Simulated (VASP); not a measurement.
Write the native input for VASP 6.6.1 that does the following.

- Task: single point
- Functional: PBE
- Potentials or basis: VASP PAW PBE potentials, release 64 (B, N)
- Cutoff: 600 eV
- k mesh: 6 × 6 × 4
- Occupations: gaussian, width 0.01 eV
- Spin: no spin polarisation
- Dipole correction: no
- Further INCAR settings: ALGO = Normal; EDIFF = 1e-06; NBANDS = 16

The structure of BN lies in POSCAR:

```
BN
1.0
    2.5360000000      0.0000000000      0.0000000000
   -1.2680000000      2.1962404240      0.0000000000
    0.0000000000      0.0000000000      4.1990000000
B N
2 2
Direct
    0.6666666667      0.3333333333      0.0000000000
    0.3333333333      0.6666666667      0.5000000000
    0.6666666667      0.3333333333      0.3750000000
    0.3333333333      0.6666666667      0.8750000000
```

The input as run:

INCAR

```
PREC = Accurate ; ENCUT = 600
EDIFF = 1E-6 ; ISMEAR = 0
SIGMA = 0.01 ; LREAL = F
LASPH = T ; NELM = 120
ALGO = Normal ; ISIF = 2
LWAVE = F ; LCHARG = F
GGA = PE ; NBANDS = 16
GGA_COMPAT = F
```

KPOINTS

```
regular mesh
0
Gamma
  6 6 4
```

Potentials or basis: VASP PAW PBE potentials, release 64 (B, N).

Launch:

```bash
$ cat potpaw_PBE.64/B/POTCAR potpaw_PBE.64/N/POTCAR > POTCAR
$ mpirun -np 1 vasp_std > vasp.out
```

Results of the run:

```yaml
Pressure: 8.0 GPa
Largest_force: 0.053 eV/Å
Band_gap_on_the_k_mesh: 5.20 eV (least direct gap 8.39 eV)
```

Caveat: the k points lie up to 0.48 Å⁻¹ apart.

It took 7.7 s on 1 thread of Intel(R) Xeon(R) Platinum 8488C (Sapphire Rapids) (shared host), peak memory 0.13 GiB.
